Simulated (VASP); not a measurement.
WC, 16 atoms in the cell. The typed cell holds 16 atoms: a = 5.987 Å, b = 5.185 Å, c = 5.876 Å, α = 90.00°, β = 90.00°, γ = 90.00°. 

* Program: VASP 6.6.1
* Task: single point
* Functional: PBE
* Potentials or basis: VASP PAW PBE potentials, release 64 (W_sv, C)
* Cutoff: 520 eV
* k mesh: 3 × 3 × 3
* Occupations: fermi-dirac, width 0.36 eV
* Spin: no spin polarisation
* Dipole correction: no
* Further INCAR settings: LREAL = Auto; ALGO = Normal; EDIFF = 1e-06; NBANDS = 86

Potentials or basis: VASP PAW PBE potentials, release 64 (W_sv, C).

Command:

```console
$ cat potpaw_PBE.64/W_sv/POTCAR potpaw_PBE.64/C/POTCAR > POTCAR
$ mpirun -np 1 vasp_std > vasp.out
```

Hardware: 1 thread of Intel Xeon 8259CL, with other jobs on the host.

Problem. Estimate the wall time of this run.

Solution. Wall time 18 min on 1 thread of Intel Xeon 8259CL (shared host), peak memory 0.34 GiB. Counts: scf iterations 17, k points 14.
